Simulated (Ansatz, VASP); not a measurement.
## Two plane-wave programs on Ca

INCAR

```
SYSTEM = Ca
  ALGO = Normal
  EDIFF = 1E-6
  ENCUT = 520
  ISIF = 2
  ISMEAR = -1
  LASPH = .True.
  LCHARG = .False.
  LREAL = .False.
  LWAVE = .False.
  NBANDS = 11
  NELM = 100
  PREC = Accurate
  SIGMA = 0.1
```

KPOINTS

```
k-points
0
Gamma
  12 12 12
  0 0 0
```

File POSCAR:

```
Ca
1.0
   -2.1692403117      2.1692403117      2.1692403117
    2.1692403117     -2.1692403117      2.1692403117
    2.1692403117      2.1692403117     -2.1692403117
Ca
1
Direct
    0.0000000000      0.0000000000      0.0000000000
```

Input for Ansatz:

```yaml
crystal:
  lattice:
    - [-2.1692403117, 2.1692403117, 2.1692403117]
    - [2.1692403117, -2.1692403117, 2.1692403117]
    - [2.1692403117, 2.1692403117, -2.1692403117]
  atoms:
    - { symbol: Ca, position: [0.0, 0.0, 0.0] }
hamiltonian:
  xc: lda
  pseudopotentials:
    kind: paw
    azcp:
      Ca: "pseudopotentials/Ca.paw.azcp"
basis:
  ecutwfc: 420
  fft_grid_basis: typed
kpoints:
  mp_grid: { grid: [12, 12, 12], shift: [0, 0, 0] }
magnetization:
  spin_polarized: false
scf:
  occupations: { method: fermi_dirac, width: 0.1 }
  lower_state_search: "off"
output:
  stress: true
  write_density: true
  write_potential: true
  elf: true
  volumetric_format: npy
```

Alike in both runs: task single point; functional LDA; k mesh 12 × 12 × 12; occupations fermi-dirac, width 0.1 eV; no spin polarisation.

```csv
,VASP,Ansatz
version,VASP 6.6.1,Ansatz 0.2.0
potentials or method,"VASP PAW LDA potentials, release 64 (Ca_sv), cutoff 520 eV","plane waves (420 eV) with PAW, scalar-relativistic"
valence electrons in the cell,10,10
```

```tsv
	VASP	Ansatz	Ansatz less VASP
pressure (GPa)	-1.3	-1.3	-0.01
```

Ansatz warns that its potentials were made for another functional, while VASP's fit it. LDA's correlation is that of Perdew and Zunger in VASP and of Perdew and Wang (1992) in Ansatz.
